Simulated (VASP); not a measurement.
A run of VASP 6.6.1 is set up as follows.

File INCAR:

```
SYSTEM = AlGa5As6
PREC = Accurate
ENCUT = 500
EDIFF = 1E-6
ISMEAR = 0
SIGMA = 0.1
LREAL = .FALSE.
LASPH = .TRUE.
NELM = 120
ALGO = Normal
ISIF = 2
LWAVE = .FALSE.
LCHARG = .FALSE.
GGA = PE
NBANDS = 61
GGA_COMPAT = .FALSE.
```

The input KPOINTS:

```
regular mesh
0
G
  3 3 4
  0 0 0
```

File POSCAR:

```
AlGa5As6
1.0
    6.7398823400      0.0000000000      0.0000000000
   -3.3699411700      5.8369093300      0.0000000000
    0.0000000000      0.0000000000      6.3951809100
Al Ga As
1 5 6
Direct
    0.0000000000      0.0000000000      0.0006830000
    0.6666666700      0.3333333300      0.0006830000
    0.3333333300      0.6666666700      0.0006830000
    0.3333333300      0.0000000000      0.5006830000
    0.0000000000      0.3333333300      0.5006830000
    0.6666666700      0.6666666700      0.5006830000
    0.0000000000      0.0000000000      0.3753170100
    0.6666666700      0.3333333300      0.3753170100
    0.3333333300      0.6666666700      0.3753170100
    0.3333333300      0.0000000000      0.8753170100
    0.0000000000      0.3333333300      0.8753170100
    0.6666666700      0.6666666700      0.8753170100
```

Potentials or basis: VASP PAW PBE potentials, release 64 (Al, Ga_d, As).

Command:

```console
$ cat potpaw_PBE.64/Al/POTCAR potpaw_PBE.64/Ga_d/POTCAR potpaw_PBE.64/As/POTCAR > POTCAR
$ mpirun -np 1 vasp_std > vasp.out
```

Q: Predict the pressure.

A: 10.1 GPa.

Q: Estimate the largest force.

A: 0.127 eV/Å.

Q: Estimate the band gap on the k mesh.

A: 0.99 eV.

Stress tensor (GPa, compression positive):
```
10.01  0.00  0.00
 0.00 10.01  0.00
 0.00  0.00 10.33
```

Caveat: the cell stands under pressure; an odd mesh through Γ misses points on the zone boundary, where band edges can lie.
